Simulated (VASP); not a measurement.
# S (Pmma) in VASP: a series of runs, part 2 of 2

VASP 6.6.1.

### 3 Single point, PBEsol (Te replaced by S, lengths x 0.857, strained)

The input, INCAR:

```
PREC = Accurate
ENCUT = 520
EDIFF = 1E-6
ISMEAR = 0
SIGMA = 0.1
LREAL = F
LASPH = T
NELM = 100
ALGO = Normal
ISIF = 2
LWAVE = F
LCHARG = F
GGA = PS
NBANDS = 20
```

The input, KPOINTS:

```
Automatic mesh
0
Gamma
  6 16 12
```

The input, POSCAR:

```
S
1.0
    7.6150744620      0.0000000000      0.0000000000
    0.0000000000      2.6051887141      0.0000000000
    0.0000000000      0.0000000000      3.6832641699
S
4
Direct
    0.7500000000      0.5000000000      0.5206231000
    0.2500000000      0.5000000000      0.4793769000
    0.0000000000      0.5000000000      0.0000000000
    0.5000000000      0.5000000000      0.0000000000
```

Potentials or basis: VASP PAW PBE potentials, release 64 (S).

Started as:

```console
cat potpaw_PBE.64/S/POTCAR > POTCAR
mpirun -np 1 vasp_std > vasp.out
```

OUTCAR:

```text
PREC = Accurate
   ENCUT = 520
   EDIFF = 1E-6
   ISMEAR = 0
   LREAL = F
   LASPH = T
   NELM = 100
   ISIF = 2
   GGA = PS

 ion  position               nearest neighbor table
   1  0.750  0.500  0.521-   3 2.60   4 2.60   3 2.70   4 2.70
   2  0.250  0.500  0.479-   3 2.60   4 2.60   3 2.70   4 2.70
   3  0.000  0.500  0.000-   1 2.60   2 2.60   1 2.70   2 2.70
   4  0.500  0.500  0.000-   1 2.60   2 2.60   1 2.70   2 2.70

  LATTYP: Found a simple orthorhombic cell.
 ALAT       =     2.6051887141
 B/A-ratio  =     1.4138185652
 C/A-ratio  =     2.9230413984

  Lattice vectors:

 A1 = (   0.0000000000,   2.6051887141,   0.0000000000)
 A2 = (   0.0000000000,   0.0000000000,   3.6832641699)
 A3 = (   7.6150744620,   0.0000000000,   0.0000000000)

Analysis of symmetry for initial positions (statically):
=====================================================================
 Subroutine PRICEL returns:
 Original cell was already a primitive cell.

 Routine SETGRP: Setting up the symmetry group for a
 simple orthorhombic supercell.

 Subroutine GETGRP returns: Found  8 space group operations
 (whereof  4 operations were pure point group operations)
 out of a pool of  8 trial point group operations.

The static configuration has the point symmetry C_2h.
 The point group associated with its full space group is D_2h.

Analysis of symmetry for dynamics (positions and initial velocities):
=====================================================================
 Subroutine PRICEL returns:
 Original cell was already a primitive cell.

 Routine SETGRP: Setting up the symmetry group for a
 simple orthorhombic supercell.

 Subroutine GETGRP returns: Found  8 space group operations
 (whereof  4 operations were pure point group operations)
 out of a pool of  8 trial point group operations.

[... 121 lines left out ...]
   EFERMI_NEDOS =   21; number of points for ismear=-14 and -15
   IALGO  =     38    algorithm
   IMIX   =      4    mixing-type and parameters
     AMIX     =   0.40;   BMIX     =  1.00
     AMIX_MAG =   1.60;   BMIX_MAG =  1.00
  volume/ion in A,a.u.               =      18.27       123.28
  Fermi-wavevector in a.u.,A,eV,Ry     =   1.129527  2.134496 17.358729  1.275831
  Thomas-Fermi vector in A             =   2.266220
   LORBIT       =      0    0 simple, 1 ext, 2 COOP (PROOUT), +10 PAW based schemes
   GGA     = PS    functional components
   LHFCALC =     F    Hartree Fock is set to
   AEXX    =    0.0000 exact exchange contribution
   IVDW    =     0    specifies the selected vdW correction
   LEPSILON=     F    determine dielectric tensor
   LRPA    =     F    only Hartree local field effects (RPA)
 non-spin polarized calculation
 Gauss-broadening in eV      SIGMA  =   0.10
  energy-cutoff  :      520.00
  volume of cell :       73.07
 maximum number of plane-waves:      2000
 NGX is ok and might be reduce to    60
   NGX = 29   NGY =  9   NGZ = 13

 number of electron      24.0000001 magnetization

 Free energy of the ion-electron system (eV)
  ---------------------------------------------------
  ext. energy  EPLUGINS =         0.00000000
  ---------------------------------------------------
  free energy    TOTEN  =       -15.65085658 eV

  energy without entropy =      -15.63982082  energy(sigma->0) =      -15.64533870

 E-fermi :   5.9884     XC(G=0): -10.4593

 val. band max:        5.9814687123   @ k =   0.3333   0.0000   0.3333
 cond. band min:       6.0099027237   @ k =   0.5000   0.1250   0.0833
 fundamental gap:      0.0284340113
 Fermi energy:         5.9883782772

 k-point     1 :       0.0000    0.0000    0.0000
  band No.  band energies     occupation
      1     -10.3276      2.00000
      2      -8.4633      2.00000
      3      -8.4585      2.00000
      4      -5.4587      2.00000
      5       0.4196      2.00000
      6       0.8800      2.00000
[... 541 lines left out ...]
     19      14.1901      0.00000
     20      14.1901      0.00000

 [... further k-points ...]

------------------------ aborting loop because EDIFF is reached ----------------------------------------

  FORCE on cell =-STRESS in cart. coord.  units (eV):
  Direction    XX          YY          ZZ          XY          YZ          ZX
  --------------------------------------------------------------------------------------
  -------------------------------------------------------------------------------------
  Total       -4.0933151     -3.5149655     -3.5125896      0.0000000      0.0000000      0.0000000
  in kB      -89.7510518    -77.0700149    -77.0179197      0.0000000      0.0000000      0.0000000
  external PRESSURE =     -81.2796622 kB  Pullay stress =       0.0000000 kB

 VOLUME and BASIS-vectors are now :
 -----------------------------------------------------------------------------
  energy-cutoff  :      520.00
  volume of cell :       73.07
      direct lattice vectors                 reciprocal lattice vectors
     7.615074462  0.000000000  0.000000000     0.131318480  0.000000000  0.000000000
     0.000000000  2.605188714  0.000000000     0.000000000  0.383849352  0.000000000
     0.000000000  0.000000000  3.683264170     0.000000000  0.000000000  0.271498311

 POSITION                                       TOTAL-FORCE (eV/Angst)
 -----------------------------------------------------------------------------------
      5.71131      1.30259      1.91759         0.000000      0.000000      0.262259
      1.90377      1.30259      1.76567         0.000000      0.000000     -0.262259
      0.00000      1.30259      0.00000         0.000000      0.000000      0.000000
      3.80754      1.30259      0.00000         0.000000      0.000000      0.000000
 -----------------------------------------------------------------------------------
    total drift:                               -0.000000     -0.000000     -0.000000

  FREE ENERGIE OF THE ION-ELECTRON SYSTEM (eV)
  ---------------------------------------------------
  free  energy   TOTEN  =       -15.6508565829 eV

  energy  without entropy=      -15.6398208212  energy(sigma->0) =      -15.64533870
```

OSZICAR:

```text
N       E                     dE             d eps       ncg     rms          rms(c)
DAV:   1     0.102527784054E+03    0.10253E+03   -0.10811E+04 10080   0.106E+03
DAV:   2    -0.898501863218E+01   -0.11151E+03   -0.10764E+03 14156   0.178E+02
DAV:   3    -0.155761698554E+02   -0.65912E+01   -0.65060E+01 12560   0.447E+01
DAV:   4    -0.156537257052E+02   -0.77556E-01   -0.77483E-01 12272   0.590E+00
DAV:   5    -0.156549148798E+02   -0.11892E-02   -0.11890E-02 12612   0.707E-01    0.175E+01
DAV:   6    -0.156498430735E+02    0.50718E-02   -0.12800E-02 11756   0.602E-01    0.105E+01
DAV:   7    -0.156511165922E+02   -0.12735E-02   -0.19433E-02 11416   0.758E-01    0.259E-01
DAV:   8    -0.156508394866E+02    0.27711E-03   -0.16390E-03 11676   0.213E-01    0.506E-02
DAV:   9    -0.156508538831E+02   -0.14396E-04   -0.64270E-05 12272   0.433E-02    0.189E-02
DAV:  10    -0.156508549921E+02   -0.11091E-05   -0.34575E-06 11620   0.106E-02    0.820E-03
DAV:  11    -0.156508566725E+02   -0.16804E-05   -0.15380E-06  8516   0.794E-03    0.255E-03
DAV:  12    -0.156508565829E+02    0.89542E-07   -0.11468E-07  6916   0.211E-03
   1 F= -.15650857E+02 E0= -.15645339E+02  d E =-.110358E-01
```

It took 5.1 min on 1 thread of Intel Xeon 8259CL, shared host; peak memory 0.35 GiB.

Results:

| Quantity | Value |
| --- | --- |
| Free energy | -15.6509 eV |
| Pressure | -8.1 GPa |
| Largest force | 0.262 eV/Å |
| Band gap on the k mesh | zero (bands 12 and 13 overlap by 4.37 eV) |

Forces on the atoms (eV/Å):
```
S    0.000  0.000  0.262
S    0.000  0.000 -0.262
S    0.000  0.000  0.000
S    0.000  0.000  0.000
```

Stress tensor (GPa, compression positive):
```
-8.98  0.00  0.00
 0.00 -7.71  0.00
 0.00  0.00 -7.70
```

Caveat: the cell differs from its parent crystal (Te replaced by S, lengths x 0.857, strained); the cell stands under tension; the PAW data sets were made with another functional, which shifts forces and pressure a little.
